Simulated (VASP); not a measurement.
# SnO (Cmc2_1) in VASP: notebook

The runs below take SnO through single point, relaxation of cell and atoms, with PBE.

Program: VASP 6.6.1. These are calculated values, not measurements. Logs are shortened: lines on timing, memory, paths and dates and some standing lists are left out, and cuts for length are marked.

### Step 1. The cell of the first run

It takes space group Cmc2_1 (No. 36, orthorhombic). Conventional cell: a = 5.000 Å, b = 5.720 Å, c = 11.120 Å, α = 90.00°, β = 90.00°, γ = 90.00°. Sn (site symmetry m) has 4 O at 2.15 to 2.53 Å within 2.8 Å. Sn (site symmetry m) has 2 O at 1.99 Å within 2.6 Å. Within 2.4 Å of O (site symmetry 1) lie 1 O at 1.80 Å and 2 Sn at 1.99 to 2.15 Å.

### Step 2. Single point, PBE

Input file INCAR:

```
PREC = Accurate ; ENCUT = 520
EDIFF = 1E-6 ; ISMEAR = 0
SIGMA = 0.1 ; LREAL = False
LASPH = True ; NELM = 80
ALGO = Normal ; ISIF = 2
LWAVE = False ; LCHARG = True
GGA = PE ; LELF = True
LVHAR = True ; NBANDS = 50
```

Input file KPOINTS:

```
regular mesh
0
Gamma
  6 6 2
```

Input file POSCAR:

```
SnO
1.0
    2.5000000000     -2.8600000000      0.0000000000
    2.5000000000      2.8600000000      0.0000000000
    0.0000000000      0.0000000000     11.1200000000
Sn O
4 4
Direct
    0.0000000000      0.0000000000      0.0000000000
    0.0000000000      0.0000000000      0.5000000000
    0.5590000000      0.4410000000      0.2540000000
    0.4410000000      0.5590000000      0.7540000000
    0.9300000000      0.4300000000      0.3800000000
    0.0700000000      0.5700000000      0.8800000000
    0.5700000000      0.0700000000      0.3800000000
    0.4300000000      0.9300000000      0.8800000000
```

Potentials or basis: VASP PAW PBE potentials, release 64 (Sn_d, O).

Launch:

```bash
$ cat potpaw_PBE.64/Sn_d/POTCAR potpaw_PBE.64/O/POTCAR > POTCAR
$ mpirun -np 1 vasp_std > vasp.out
```

OUTCAR:

```text
PREC = Accurate
   ENCUT = 520
   EDIFF = 1E-6
   ISMEAR = 0
   LREAL = False
   LASPH = True
   NELM = 80
   ISIF = 2
   GGA = PE

 ion  position               nearest neighbor table
   1  0.000  0.000  0.000-   6 2.15   8 2.15   6 2.53   8 2.53   4 3.72   4 3.72   4 3.72
   2  0.000  0.000  0.500-   5 2.15   7 2.15   7 2.53   5 2.53   3 3.72   3 3.72   3 3.72
   3  0.559  0.441  0.254-   5 1.99   7 1.99   7 2.77   5 2.77   2 3.72   2 3.72   2 3.72
   4  0.441  0.559  0.754-   6 1.99   8 1.99   6 2.77   8 2.77   1 3.72   1 3.72   1 3.72
   5  0.930  0.430  0.380-   7 1.80   3 1.99   2 2.15   2 2.53   3 2.77
   6  0.070  0.570  0.880-   8 1.80   4 1.99   1 2.15   1 2.53   4 2.77
   7  0.570  0.070  0.380-   5 1.80   3 1.99   2 2.15   2 2.53   3 2.77
   8  0.430  0.930  0.880-   6 1.80   4 1.99   1 2.15   1 2.53   4 2.77

  LATTYP: Found a base centered orthorhombic cell.
 ALAT       =     5.0000000000
 B/A-ratio  =     1.1440000000
 C/A-ratio  =     2.2240000000

  Lattice vectors:

 A1 = (   2.5000000000,  -2.8600000000,   0.0000000000)
 A2 = (   2.5000000000,   2.8600000000,   0.0000000000)
 A3 = (   0.0000000000,   0.0000000000,  11.1200000000)

Analysis of symmetry for initial positions (statically):
=====================================================================
 Subroutine PRICEL returns:
 Original cell was already a primitive cell.

 Routine SETGRP: Setting up the symmetry group for a
 base centered orthorhombic supercell.

 Subroutine GETGRP returns: Found  4 space group operations
 (whereof  2 operations were pure point group operations)
 out of a pool of  8 trial point group operations.

The static configuration has the point symmetry C_1h.
 The point group associated with its full space group is C_2v.

Analysis of symmetry for dynamics (positions and initial velocities):
=====================================================================
 Subroutine PRICEL returns:
 Original cell was already a primitive cell.

 Routine SETGRP: Setting up the symmetry group for a
 base centered orthorhombic supercell.

 Subroutine GETGRP returns: Found  4 space group operations
 (whereof  2 operations were pure point group operations)
 out of a pool of  8 trial point group operations.

The dynamic configuration has the point symmetry C_1h.
 The point group associated with its full space group is C_2v.

 Subroutine INISYM returns: Found  4 space group operations
 (whereof  2 operations are pure point group operations),
 and found     1 'primitive' translations

----------------------------------------------------------------------------------------

                                     Primitive cell

  volume of cell :     159.0160

  direct lattice vectors                    reciprocal lattice vectors
     2.500000000 -2.860000000  0.000000000     0.200000000 -0.174825175  0.000000000
     2.500000000  2.860000000  0.000000000     0.200000000  0.174825175  0.000000000
     0.000000000  0.000000000 11.120000000     0.000000000  0.000000000  0.089928058

  length of vectors
     3.798631332  3.798631332 11.120000000     0.265638555  0.265638555  0.089928058

  position of ions in fractional coordinates (direct lattice)
     0.000000000  0.000000000  0.000000000
     0.000000000  0.000000000  0.500000000
     0.559000000  0.441000000  0.254000000
     0.441000000  0.559000000  0.754000000
     0.930000000  0.430000000  0.380000000
     0.070000000  0.570000000  0.880000000
     0.570000000  0.070000000  0.380000000
     0.430000000  0.930000000  0.880000000

  ion indices of the primitive-cell ions
   primitive index   ion index
                 1           1
                 2           2
                 3           3
                 4           4
                 5           5
                 6           6
                 7           7
                 8           8

----------------------------------------------------------------------------------------

 KPOINTS: regular mesh

Automatic generation of k-mesh.
 Grid dimensions read from file:
 generate k-points for:    6    6    2

 Generating k-lattice:

  Cartesian coordinates                     Fractional coordinates (reciprocal lattice)
     0.033333333 -0.029137529  0.000000000     0.166666667  0.000000000  0.000000000
     0.033333333  0.029137529  0.000000000     0.000000000  0.166666667  0.000000000
     0.000000000  0.000000000  0.044964029     0.000000000  0.000000000  0.500000000

  Length of vectors
     0.044273092  0.044273092  0.044964029

  Shift w.r.t. Gamma in fractional coordinates (k-lattice)
     0.000000000  0.000000000  0.000000000

 Subroutine IBZKPT returns following result:
 ===========================================

 Found     26 irreducible k-points:

 Following reciprocal coordinates:
            Coordinates               Weight
  0.000000  0.000000  0.000000      1.000000
  0.166667  0.000000  0.000000      4.000000
  0.333333 -0.000000  0.000000      4.000000
  0.500000 -0.000000  0.000000      2.000000
  0.166667  0.166667  0.000000      2.000000
  0.333333  0.166667  0.000000      4.000000
[... 16 lines left out ...]
  0.333333  0.333333  0.500000      2.000000
  0.500000  0.333333  0.500000      4.000000
 [... further k-points ...]
   k-points           NKPTS =     26   k-points in BZ     NKDIM =     26   number of bands    NBANDS=     50
   number of dos      NEDOS =    301   number of ions     NIONS =      8
   total plane-waves  NPLWV =  65856
   dimension x,y,z NGX =    28 NGY =   28 NGZ =   84
   dimension x,y,z NGXF=    56 NGYF=   56 NGZF=  168
   ions per type =               4   4
   NGX,Y,Z   is equivalent  to a cutoff of  12.25, 12.25, 12.56 a.u.
   NGXF,Y,Z  is equivalent  to a cutoff of  24.51, 24.51, 25.12 a.u.
 SYSTEM =  unknown system
   PREC   = accura    normal or accurate (medium, high low for compatibility)
   ISTART =      0    job   : 0-new  1-cont  2-samecut
   ICHARG =      2    charge: 1-file 2-atom 10-const
   ISPIN  =      1    spin polarized calculation?
   LNONCOLLINEAR =      F non collinear calculations
   LSORBIT =      F    spin-orbit coupling
   LASPH  =      T    aspherical Exc in radial PAW
   ENCUT  =  520.0 eV  38.22 Ry    6.18 a.u.   7.06  7.06 20.68*2*pi/ulx,y,z
   NELM   =     80;   NELMIN=  2; NELMDL= -5     # of ELM steps
   EDIFF  = 0.1E-05   stopping-criterion for ELM
   LREAL  =      F    real-space projection
   EDIFFG = 0.1E-04   stopping-criterion for IOM
   NSW    =      0    number of steps for IOM
   IBRION =     -1    ionic relax: 0-MD 1-quasi-New 2-CG
   NFREE  =      0    steps in history (QN), initial steepest desc. (CG)
   ISIF   =      2    stress and relaxation
   ISYM   =      2    0-nonsym 1-usesym 2-fastsym
   POTIM  = 0.5000    time-step for ionic-motion
   TEBEG  =    0.0;   TEEND  =   0.0 temperature during run
   PSTRESS=    0.0 pullay stress
   NELECT =      80.0000    total number of electrons
   NUPDOWN=      -1.0000    fix difference up-down
   EMIN   =  10.00;   EMAX   =-10.00  energy-range for DOS
   EFERMI =   0.00;   METHOD = LEGACY
   ISMEAR =     0;   SIGMA  =   0.10  broadening in eV -4-tet -1-fermi 0-gaus
   EFERMI_NEDOS =   21; number of points for ismear=-14 and -15
   IALGO  =     38    algorithm
   IMIX   =      4    mixing-type and parameters
     AMIX     =   0.40;   BMIX     =  1.00
     AMIX_MAG =   1.60;   BMIX_MAG =  1.00
  volume/ion in A,a.u.               =      19.88       134.14
  Fermi-wavevector in a.u.,A,eV,Ry     =   1.302041  2.460500 23.066092  1.695310
  Thomas-Fermi vector in A             =   2.433135
   LORBIT       =      0    0 simple, 1 ext, 2 COOP (PROOUT), +10 PAW based schemes
   GGA     = PE    functional components
   LHFCALC =     F    Hartree Fock is set to
   AEXX    =    0.0000 exact exchange contribution
   IVDW    =     0    specifies the selected vdW correction
   LEPSILON=     F    determine dielectric tensor
   LRPA    =     F    only Hartree local field effects (RPA)
 non-spin polarized calculation
 Gauss-broadening in eV      SIGMA  =   0.10
  energy-cutoff  :      520.00
  volume of cell :      159.02
 maximum number of plane-waves:      4324
   NGX = 15   NGY = 15   NGZ = 41

 number of electron      80.0000004 magnetization

 Free energy of the ion-electron system (eV)
  ---------------------------------------------------
  ext. energy  EPLUGINS =         0.00000000
  ---------------------------------------------------
  free energy    TOTEN  =       -37.84099855 eV

  energy without entropy =      -37.82183938  energy(sigma->0) =      -37.83141897

 E-fermi :   6.3534     XC(G=0):  -9.6257

 val. band max:        6.3436194467   @ k =  -0.1667   0.1667   0.0000
 cond. band min:       6.3562657805   @ k =   0.5000   0.3333   0.0000
 fundamental gap:      0.0126463337
 Fermi energy:         6.3533983977

 k-point     1 :       0.0000    0.0000    0.0000
  band No.  band energies     occupation
      1     -16.4362      2.00000
      2     -16.4320      2.00000
      3     -16.0361      2.00000
      4     -16.0307      2.00000
      5     -15.8419      2.00000
      6     -15.8370      2.00000
[... 42 lines left out ...]
     49      11.2408      0.00000
     50      11.9307      0.00000

 k-point     2 :       0.1667    0.0000    0.0000
  band No.  band energies     occupation
      1     -16.4577      2.00000
      2     -16.4526      2.00000
      3     -16.0230      2.00000
      4     -16.0166      2.00000
      5     -15.8358      2.00000
      6     -15.8332      2.00000
[... 42 lines left out ...]
     49      11.0261      0.00000
     50      11.7000      0.00000

 k-point     3 :       0.3333   -0.0000    0.0000
  band No.  band energies     occupation
      1     -16.4956      2.00000
      2     -16.4903      2.00000
      3     -16.0037      2.00000
      4     -15.9983      2.00000
      5     -15.8303      2.00000
      6     -15.8291      2.00000
[... 1102 lines left out ...]
     49      11.4467      0.00000
     50      11.4467      0.00000

 k-point    24 :       0.5000    0.3333    0.5000
  band No.  band energies     occupation
      1     -16.5524      2.00000
      2     -16.5524      2.00000
      3     -16.0022      2.00000
      4     -16.0022      2.00000
      5     -15.8382      2.00000
      6     -15.8382      2.00000
[... 42 lines left out ...]
     49      10.7084      0.00000
     50      10.7084      0.00000

 [... further k-points ...]

------------------------ aborting loop because EDIFF is reached ----------------------------------------

  FORCE on cell =-STRESS in cart. coord.  units (eV):
  Direction    XX          YY          ZZ          XY          YZ          ZX
  --------------------------------------------------------------------------------------
  -------------------------------------------------------------------------------------
  Total       30.3567961      0.4468592     -0.4276080      0.0000000      0.0000000      0.0000000
  in kB      305.8621175      4.5023626     -4.3083955      0.0000000      0.0000000      0.0000000
  external PRESSURE =     102.0186949 kB  Pullay stress =       0.0000000 kB

 VOLUME and BASIS-vectors are now :
 -----------------------------------------------------------------------------
  energy-cutoff  :      520.00
  volume of cell :      159.02
      direct lattice vectors                 reciprocal lattice vectors
     2.500000000 -2.860000000  0.000000000     0.200000000 -0.174825175  0.000000000
     2.500000000  2.860000000  0.000000000     0.200000000  0.174825175  0.000000000
     0.000000000  0.000000000 11.120000000     0.000000000  0.000000000  0.089928058

 POSITION                                       TOTAL-FORCE (eV/Angst)
 -----------------------------------------------------------------------------------
      0.00000      0.00000      0.00000         0.000000      0.943905     -0.995909
      0.00000      0.00000      5.56000         0.000000     -0.943905     -0.995909
      2.50000     -0.33748      2.82448         0.000000      2.245421     -1.212551
      2.50000      0.33748      8.38448         0.000000     -2.245421     -1.212551
      3.40000     -1.43000      4.22560         8.784984     -0.597593      1.104230
      1.60000      1.43000      9.78560        -8.784984      0.597593      1.104230
      1.60000     -1.43000      4.22560        -8.784984     -0.597593      1.104230
      3.40000      1.43000      9.78560         8.784984      0.597593      1.104230
 -----------------------------------------------------------------------------------
    total drift:                                0.000000     -0.000000      0.000942

  FREE ENERGIE OF THE ION-ELECTRON SYSTEM (eV)
  ---------------------------------------------------
  free  energy   TOTEN  =       -37.8409985545 eV

  energy  without entropy=      -37.8218393828  energy(sigma->0) =      -37.83141897
```

Run time: 1.7 min. Hardware: 1 thread of Intel Xeon 6975P-C (Granite Rapids), shared host; peak memory 0.33 GiB.

Results:

| Quantity | Value |
| --- | --- |
| Free energy | -37.8410 eV |
| Pressure | 10.2 GPa |
| Largest force | 8.874 eV/Å |
| Band gap on the k mesh | zero (bands 40 and 41 overlap by 0.35 eV) |

Forces on the atoms (eV/Å):
```
Sn   0.000  0.944 -0.996
Sn   0.000 -0.944 -0.996
Sn   0.000  2.245 -1.213
Sn   0.000 -2.245 -1.213
O    8.785 -0.598  1.104
O   -8.785  0.598  1.104
O   -8.785 -0.598  1.104
O    8.785  0.598  1.104
```

Caveat: the stress differs along the axes, from -0 to 31 GPa; semilocal functionals underestimate gaps, and a narrow one can read as zero; spin-orbit coupling is left out, which moves the levels of the heavy elements; forces of over 1 eV/Å act on the atoms, so gaps and moduli don't describe the material at rest.

(Continued in part 2 of 2.)
